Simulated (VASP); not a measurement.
# Sb (P-1) in VASP: further runs

The runs below take Sb through single point, relaxation of cell and atoms, with PBEsol.

All numbers are computed with VASP 6.6.1; they aren't measurements. Logs are shortened: lines on timing, memory, paths and dates and some standing lists are left out, and cuts for length are marked.

### Step 1. The cell of the first run

The typed cell holds 2 atoms: a = 3.323 Å, b = 3.323 Å, c = 5.468 Å, α = 90.00°, β = 90.00°, γ = 120.00°.

### Step 2. Single point, PBEsol (atom 1 moved 0.75 Å)

The input, INCAR:

```
SYSTEM = Sb
PREC = Accurate
ENCUT = 520
EDIFF = 1E-7
ISMEAR = 0
SIGMA = 0.15
LREAL = .FALSE.
LASPH = .TRUE.
NELM = 100
ALGO = Normal
ISIF = 2
LWAVE = .FALSE.
LCHARG = .FALSE.
GGA = PS
NBANDS = 12
```

The input, KPOINTS:

```
Automatic mesh
0
G
  12 12 6
  0 0 0
```

The input, POSCAR:

```
Sb
1.0
    3.3225106517      0.0000000000      0.0000000000
   -1.6612553259      2.8773786287      0.0000000000
    0.0000000000      0.0000000000      5.4677413049
Sb
2
Direct
    0.2080909802      0.5883074952      0.2336167208
    0.7919090198      0.4116925048      0.7663832792
```

Potentials or basis: VASP PAW PBE potentials, release 64 (Sb).

Run with:

```console
cat potpaw_PBE.64/Sb/POTCAR > POTCAR
mpirun -np 1 vasp_std > vasp.out
```

OUTCAR:

```text
SYSTEM = Sb
   PREC = Accurate
   ENCUT = 520
   EDIFF = 1E-7
   ISMEAR = 0
   LREAL = .FALSE.
   LASPH = .TRUE.
   NELM = 100
   ISIF = 2
   GGA = PS

 ion  position               nearest neighbor table
   1  0.208  0.588  0.234-   2 2.82   2 3.15   2 3.43   2 3.53   2 3.71
   2  0.792  0.412  0.766-   1 2.82   1 3.15   1 3.43   1 3.53   1 3.71

  LATTYP: Found a hexagonal cell.
 ALAT       =     3.3225106517
 C/A-ratio  =     1.6456655458

  Lattice vectors:

 A1 = (   3.3225106517,   0.0000000000,   0.0000000000)
 A2 = (  -1.6612553259,   2.8773786287,   0.0000000000)
 A3 = (   0.0000000000,   0.0000000000,   5.4677413049)

Analysis of symmetry for initial positions (statically):
=====================================================================
 Subroutine PRICEL returns:
 Original cell was already a primitive cell.

 Routine SETGRP: Setting up the symmetry group for a
 hexagonal supercell.

 Subroutine GETGRP returns: Found  2 space group operations
 (whereof  2 operations were pure point group operations)
 out of a pool of 24 trial point group operations.

The static configuration has the point symmetry S_2 .

Analysis of symmetry for dynamics (positions and initial velocities):
=====================================================================
 Subroutine PRICEL returns:
 Original cell was already a primitive cell.

 Routine SETGRP: Setting up the symmetry group for a
 hexagonal supercell.

 Subroutine GETGRP returns: Found  2 space group operations
 (whereof  2 operations were pure point group operations)
 out of a pool of 24 trial point group operations.

The dynamic configuration has the point symmetry S_2 .

 Subroutine INISYM returns: Found  2 space group operations
 (whereof  2 operations are pure point group operations),
 and found     1 'primitive' translations

----------------------------------------------------------------------------------------

                                     Primitive cell

  volume of cell :      52.2723

  direct lattice vectors                    reciprocal lattice vectors
     3.322510652  0.000000000  0.000000000     0.300977214  0.173769276  0.000000000
    -1.661255326  2.877378629  0.000000000     0.000000000  0.347538551  0.000000000
     0.000000000  0.000000000  5.467741305     0.000000000  0.000000000  0.182890877

  length of vectors
     3.322510652  3.322510652  5.467741305     0.347538551  0.347538551  0.182890877

  position of ions in fractional coordinates (direct lattice)
     0.208090980  0.588307495  0.233616721
     0.791909020  0.411692505  0.766383279

  ion indices of the primitive-cell ions
[... 88 lines left out ...]
   EMIN   =  10.00;   EMAX   =-10.00  energy-range for DOS
   EFERMI =   0.00;   METHOD = LEGACY
   ISMEAR =     0;   SIGMA  =   0.15  broadening in eV -4-tet -1-fermi 0-gaus
   EFERMI_NEDOS =   21; number of points for ismear=-14 and -15
   IALGO  =     38    algorithm
   IMIX   =      4    mixing-type and parameters
     AMIX     =   0.40;   BMIX     =  1.00
     AMIX_MAG =   1.60;   BMIX_MAG =  1.00
  volume/ion in A,a.u.               =      26.14       176.38
  Fermi-wavevector in a.u.,A,eV,Ry     =   0.943303  1.782583 12.106734  0.889820
  Thomas-Fermi vector in A             =   2.070997
   LORBIT       =      0    0 simple, 1 ext, 2 COOP (PROOUT), +10 PAW based schemes
   GGA     = PS    functional components
   LHFCALC =     F    Hartree Fock is set to
   AEXX    =    0.0000 exact exchange contribution
   IVDW    =     0    specifies the selected vdW correction
   LEPSILON=     F    determine dielectric tensor
   LRPA    =     F    only Hartree local field effects (RPA)
 non-spin polarized calculation
 Gauss-broadening in eV      SIGMA  =   0.15
  energy-cutoff  :      520.00
  volume of cell :       52.27
 maximum number of plane-waves:      1422
 NGX is ok and might be reduce to    28
   NGX = 13   NGY = 13   NGZ = 21

 number of electron      10.0000000 magnetization

 Free energy of the ion-electron system (eV)
  ---------------------------------------------------
  ext. energy  EPLUGINS =         0.00000000
  ---------------------------------------------------
  free energy    TOTEN  =        -8.64994101 eV

  energy without entropy =       -8.63718854  energy(sigma->0) =       -8.64356478

 E-fermi :   8.7793     XC(G=0): -10.4211

 val. band max:        8.7779986218   @ k =   0.4167  -0.0833  -0.1667
 cond. band min:       8.7795878492   @ k =   0.4167   0.0000   0.3333
 fundamental gap:      0.0015892274
 Fermi energy:         8.7793226868

 k-point     1 :       0.0000    0.0000    0.0000
  band No.  band energies     occupation
      1      -4.5784      2.00000
      2      -0.4629      2.00000
      3       2.6375      2.00000
      4      12.3006      0.00000
      5      12.8696      0.00000
      6      13.8005      0.00000
      7      13.8055      0.00000
      8      14.7466      0.00000
      9      17.4822      0.00000
     10      17.6587      0.00000
     11      18.8938      0.00000
     12      19.2720      0.00000
[... 331 lines left out ...]
 k-point    24 :      -0.0833    0.2500    0.0000
  band No.  band energies     occupation
      1      -3.7334      2.00000
      2       0.3499      2.00000
      3       3.4560      2.00000
      4       7.9700      2.00000
      5       9.4469      0.00000
      6      11.7046      0.00000
      7      12.5768      0.00000
      8      14.3025      0.00000
      9      15.9549      0.00000
     10      16.4522      0.00000
     11      18.2080      0.00000
     12      18.3528      0.00000

 [... further k-points ...]

------------------------ aborting loop because EDIFF is reached ----------------------------------------

  FORCE on cell =-STRESS in cart. coord.  units (eV):
  Direction    XX          YY          ZZ          XY          YZ          ZX
  --------------------------------------------------------------------------------------
  -------------------------------------------------------------------------------------
  Total        0.6950345     -0.0325615      2.6993268      0.2826696      0.1998603      0.4438237
  in kB       21.3032378     -0.9980308     82.7360334      8.6639973      6.1258402     13.6034706
  external PRESSURE =      34.3470802 kB  Pullay stress =       0.0000000 kB

 VOLUME and BASIS-vectors are now :
 -----------------------------------------------------------------------------
  energy-cutoff  :      520.00
  volume of cell :       52.27
      direct lattice vectors                 reciprocal lattice vectors
     3.322510652  0.000000000  0.000000000     0.300977214  0.173769276  0.000000000
    -1.661255326  2.877378629  0.000000000     0.000000000  0.347538551  0.000000000
     0.000000000  0.000000000  5.467741305     0.000000000  0.000000000  0.182890877

 POSITION                                       TOTAL-FORCE (eV/Angst)
 -----------------------------------------------------------------------------------
     -0.28594      1.69278      1.27736         0.189175      0.103162      0.837776
      1.94720      1.18460      4.19039        -0.189175     -0.103162     -0.837776
 -----------------------------------------------------------------------------------
    total drift:                                0.000000     -0.000000     -0.000000

  FREE ENERGIE OF THE ION-ELECTRON SYSTEM (eV)
  ---------------------------------------------------
  free  energy   TOTEN  =        -8.6499410112 eV

  energy  without entropy=       -8.6371885450  energy(sigma->0) =       -8.64356478
```

OSZICAR:

```text
N       E                     dE             d eps       ncg     rms          rms(c)
DAV:   1     0.330763016428E+02    0.33076E+02   -0.36146E+03 10464   0.665E+02
DAV:   2    -0.687660961908E+01   -0.39953E+02   -0.38607E+02 13812   0.109E+02
DAV:   3    -0.864893907321E+01   -0.17723E+01   -0.17531E+01 12952   0.254E+01
DAV:   4    -0.866286000619E+01   -0.13921E-01   -0.13918E-01 11916   0.270E+00
DAV:   5    -0.866300724913E+01   -0.14724E-03   -0.14724E-03 12520   0.307E-01    0.276E+00
DAV:   6    -0.865478337257E+01    0.82239E-02   -0.21922E-03 11960   0.251E-01    0.161E+00
DAV:   7    -0.864995419813E+01    0.48292E-02   -0.46413E-03 11460   0.357E-01    0.456E-02
DAV:   8    -0.864994324596E+01    0.10952E-04   -0.20576E-04 12196   0.927E-02    0.182E-02
DAV:   9    -0.864994192608E+01    0.13199E-05   -0.14647E-05 12408   0.236E-02    0.104E-02
DAV:  10    -0.864994116301E+01    0.76307E-06   -0.76075E-07 12216   0.526E-03    0.121E-03
DAV:  11    -0.864994104093E+01    0.12209E-06   -0.52922E-08  6824   0.129E-03    0.269E-04
DAV:  12    -0.864994101120E+01    0.29726E-07   -0.78730E-09  6192   0.552E-04
   1 F= -.86499410E+01 E0= -.86435648E+01  d E =-.127525E-01
```

stdout:

```text
POSCAR found type information on POSCAR Sb
 POSCAR found :  1 types and       2 ions
 scaLAPACK will be used
 -----------------------------------------------------------------------------
|                                                                             |
|                                                                             |
|     You enforced a specific xc type in the INCAR file but a different       |
|     I HOPE YOU KNOW WHAT YOU ARE DOING!                                     |
|                                                                             |
 -----------------------------------------------------------------------------

 LDA part: xc-table for (Slater+PW92), standard interpolation
 POSCAR, INCAR and KPOINTS ok, starting setup
 FFT: planning ... GRIDC
 FFT: planning ... GRID_SOFT
 FFT: planning ... GRID
 WAVECAR not read
 entering main loop
```

Run time: 2.9 min. Hardware: 1 thread of AMD EPYC 7R43 (Zen 3), shared host; peak memory 0.32 GiB.

Results:

| Item | Value |
| --- | --- |
| Free energy | -8.6499 eV |
| Pressure | 3.4 GPa |
| Largest force | 0.865 eV/Å |
| Band gap on the k mesh | zero (band 5 reaches 12.94 eV, above the bottom of band 6 at 5.82 eV) |

Forces in eV/Å, atoms in the order of the input:
```
Sb   0.189  0.103  0.838
Sb  -0.189 -0.103 -0.838
```

Levels at points of the mesh, in eV from the Fermi level:
| k point | band 2 | band 3 | band 4 | band 5 | band 6 | band 7 | band 8 | band 9 |
| --- | --- | --- | --- | --- | --- | --- | --- | --- |
| (0.00, 0.00, 0.00) | -9.24 | -6.14 | 3.52 | 4.09 | 5.02 | 5.03 | 5.97 | 8.70 |
| (0.50, 0.00, 0.00) | -8.33 | -4.06 | -3.53 | -2.35 | -0.39 | 0.41 | 3.64 | 4.66 |
| (0.00, 0.50, 0.00) | -7.15 | -5.19 | -3.33 | -2.83 | 0.86 | 1.37 | 2.13 | 6.27 |
| (0.50, 0.50, 0.00) | -7.51 | -4.87 | -3.24 | -2.84 | 0.87 | 1.10 | 1.84 | 6.66 |
| (0.00, 0.00, 0.50) | -11.49 | -1.37 | -0.39 | 4.14 | 4.48 | 4.65 | 4.80 | 8.74 |
| (0.50, 0.00, 0.50) | -8.36 | -5.79 | -5.47 | 1.24 | 1.78 | 2.23 | 2.40 | 5.36 |
| (0.00, 0.50, 0.50) | -8.34 | -5.51 | -4.78 | 0.69 | 1.18 | 2.11 | 3.00 | 5.54 |
| (0.50, 0.50, 0.50) | -8.32 | -5.62 | -4.96 | 0.78 | 1.14 | 2.31 | 3.07 | 5.55 |

Caveat: the cell differs from its parent crystal (atom 1 moved 0.75 Å); the PAW data sets were made with another functional, which shifts forces and pressure a little; spin-orbit coupling is left out, which moves the levels of the heavy elements.

[end of part 1 of 2]
